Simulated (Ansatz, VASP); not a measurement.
## Ca3Bi: VASP beside Ansatz

```
CELL_PARAMETERS angstrom
6.78487 0.00000 0.00000
-3.39244 5.87587 0.00000
0.00000 0.00000 3.45695
ATOMIC_POSITIONS crystal
Ca 0.00000 0.50000 0.50000
Ca 0.50000 0.50000 0.50000
Ca 0.50000 0.00000 0.50000
Bi 0.00000 0.00000 0.00000
```

Alike in both runs: functional PBE; k mesh 12 × 12 × 14; occupations gaussian, width 0.1 eV; no spin polarisation.

Ansatz relaxed the structure, and its values are those at the end. VASP's run is a single point on that final structure, the one shown.

|  | VASP | Ansatz |
| --- | --- | --- |
| version | VASP 6.6.1 | Ansatz 0.2.0 |
| potentials or method | VASP PAW PBE potentials, release 64 (Ca_sv, Bi_d), cutoff 520 eV | scalar-relativistic, plane waves, PAW |
| valence electrons in the cell | 45 | 45 |

```tsv
	VASP	Ansatz	Ansatz less VASP
gap on the k mesh at the Fermi level (eV)	none	none	-
pressure (GPa)	0.0	0.0	+0.01
```

A gap of «none» marks a metal or a gap that the smearing closes.

Neither program's run includes spin-orbit coupling.
